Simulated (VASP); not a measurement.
Input of a VASP 6.6.1 run:

INCAR

```
  PREC = Accurate
  ENCUT = 600
  EDIFF = 1E-6
  ISMEAR = -1
  SIGMA = 0.05
  LREAL = False
  LASPH = True
  NELM = 80
  ALGO = Normal
  ISIF = 3
  LWAVE = False
  LCHARG = False
  GGA = PE
  IBRION = 2
  NSW = 100
  EDIFFG = -0.005
```

The input KPOINTS:

```
Automatic mesh
0
Gamma
  14 14 14
```

The input POSCAR:

```
ZrC
1.0
    0.0000000000      2.2322827293      2.2322827293
    2.2322827293      0.0000000000      2.2322827293
    2.2322827293      2.2322827293      0.0000000000
Zr C
1 1
Direct
    0.0000000000      0.0000000000      0.0000000000
    0.5000000000      0.5000000000      0.5000000000
```

Potentials or basis: VASP PAW PBE potentials, release 64 (Zr_sv, C).

Launch:

```console
$ cat potpaw_PBE.64/Zr_sv/POTCAR potpaw_PBE.64/C/POTCAR > POTCAR
$ mpirun -np 1 vasp_std > vasp.out
```

(1) Estimate the relaxed cell.

(2) Predict the band gap on the k mesh.

(3) What does it give for the space group after relaxing (to 0.05 Å)?

(4) Estimate the relaxed volume.

## Answers

(1) a = 3.330 Å, b = 3.330 Å, c = 3.330 Å, α = 60.00°, β = 60.00°, γ = 60.00°.

(2) zero (band 8 reaches 10.48 eV, above the bottom of band 9 at 9.20 eV).

(3) Fm-3m (No. 225).

(4) 13.06 Å³/atom.

Caveat: the volume moved by over 15 % at a fixed basis, so the end points are rough.
